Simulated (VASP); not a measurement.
A run of VASP 6.6.1:

File POSCAR:

```
Sb
1.0
   -1.8815335488      1.8815335488      1.8815335488
    1.8815335488     -1.8815335488      1.8815335488
    1.8815335488      1.8815335488     -1.8815335488
Sb
1
Direct
    0.0000000000      0.0000000000      0.0000000000
```

The input INCAR.step1:

```
  PREC = Accurate
  ENCUT = 550
  ISMEAR = -1
  SIGMA = 0.1
  LREAL = F
  LASPH = T
  NELM = 120
  NBANDS = 8
  GGA = PE
  ALGO = Normal
  EDIFF = 1E-5
  LWAVE = T
  LCHARG = F
  GGA_COMPAT = F
```

INCAR.step2

```
  PREC = Accurate
  ENCUT = 550
  EDIFF = 1E-6
  ISMEAR = -1
  SIGMA = 0.1
  LREAL = F
  LASPH = T
  NELM = 120
  ALGO = Normal
  ISIF = 2
  LWAVE = F
  LCHARG = T
  METAGGA = R2SCAN
  LMIXTAU = T
  LELF = T
  LVHAR = T
  NBANDS = 8
  ISTART = 1
  GGA_COMPAT = F
```

Contents of KPOINTS:

```
Automatic mesh
0
Gamma
  5 5 5
```

Potentials or basis: VASP PAW PBE potentials, release 64 (Sb).

The run is started by

```bash
$ cat potpaw_PBE.64/Sb/POTCAR > POTCAR
$ cp INCAR.step1 INCAR
$ mpirun -np 1 vasp_std > vasp.out
$ cp INCAR.step2 INCAR
$ mpirun -np 1 vasp_std > vasp.out
```

Hardware: 1 thread of Intel Xeon 8259CL (shared host).

Problem. How long does it take, and how much memory?

Solution. It took 44 s on 1 thread of Intel Xeon 8259CL, on a shared host, peak memory 0.16 GiB. Counts: k points 10.
